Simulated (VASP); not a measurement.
**CsOs: relaxation of cell and atoms with PBE**

Crystal: CsOs.

```
Cs Os
1.0
     3.92241    0.00000    0.00000
     0.00000    3.92241    0.00000
     0.00000    0.00000    3.92241
Cs Os
1 1
Direct
  0.00000 0.00000 0.00000
  0.50000 0.50000 0.50000
```

```json
{"Program": "VASP 6.6.1", "Task": "relaxation of cell and atoms", "Functional": "PBE", "Potentials or basis": "VASP PAW PBE potentials, release 64 (Cs_sv, Os)", "Cutoff": "600 eV", "k mesh": "14 × 14 × 14", "Occupations": "gaussian, width 0.1 eV", "Spin": "no spin polarisation", "Dipole correction": "no", "Further INCAR settings": "ALGO = Normal; EDIFF = 1e-06; IBRION = 2; EDIFFG = -0.01; NSW = 100; ISIF = 3"}
```

```
Relaxed volume                        : 26.41 Å³/atom
Relaxed cell                          : a = 3.752 Å, b = 3.752 Å, c = 3.752 Å, α = 90.00°, β = 90.00°, γ = 90.00°
Space group after relaxing (to 0.1 Å) : Pm-3m (No. 221)
Energy gained by relaxing             : 27.7 meV/atom
Ionic steps                           : 4
Pressure after relaxing               : 0.1 GPa
Band gap on the k mesh                : zero (an odd number of electrons rules out a gap without spin polarisation)
```

The path:
```tsv
step	energy change (eV)	largest force (eV/Å)	pressure (GPa)	volume (Å³)
1	0.0000	0.0000	-2.01	60.35
2	-0.0352	0.0000	-1.41	57.10
3	-0.0552	0.0000	-0.20	53.39
4	-0.0555	0.0000	0.05	52.83
```

Final structure:
```xyz
2
Lattice="3.7522 0.0000 0.0000 0.0000 3.7522 0.0000 0.0000 0.0000 3.7522" Properties=species:S:1:pos:R:3 pbc="T T T"
Cs    0.0000    0.0000    0.0000
Os    1.8761    1.8761    1.8761
```

Levels at points of the mesh, in eV from the Fermi level:
| k point | band 5 | band 6 | band 7 | band 8 | band 9 | band 10 | band 11 | band 12 |
| --- | --- | --- | --- | --- | --- | --- | --- | --- |
| (0.00, 0.00, 0.00) | -3.24 | -2.16 | -2.16 | -0.26 | -0.26 | -0.26 | 5.17 | 5.17 |
| (0.50, 0.00, 0.00) | -1.58 | -0.31 | -0.08 | 0.06 | 0.06 | 0.95 | 1.34 | 3.53 |
| (0.50, 0.50, 0.00) | -2.96 | -1.33 | -1.02 | -1.02 | 0.54 | 0.78 | 4.99 | 4.99 |
| (0.50, 0.50, 0.50) | 0.27 | 0.27 | 0.27 | 0.59 | 0.59 | 0.77 | 0.77 | 0.77 |

It took 5 min on 1 thread of Oxide Virtual Turin-like Processor (shared host), peak memory 0.26 GiB.

Caveat: spin-orbit coupling is left out, which moves the levels of the heavy elements.
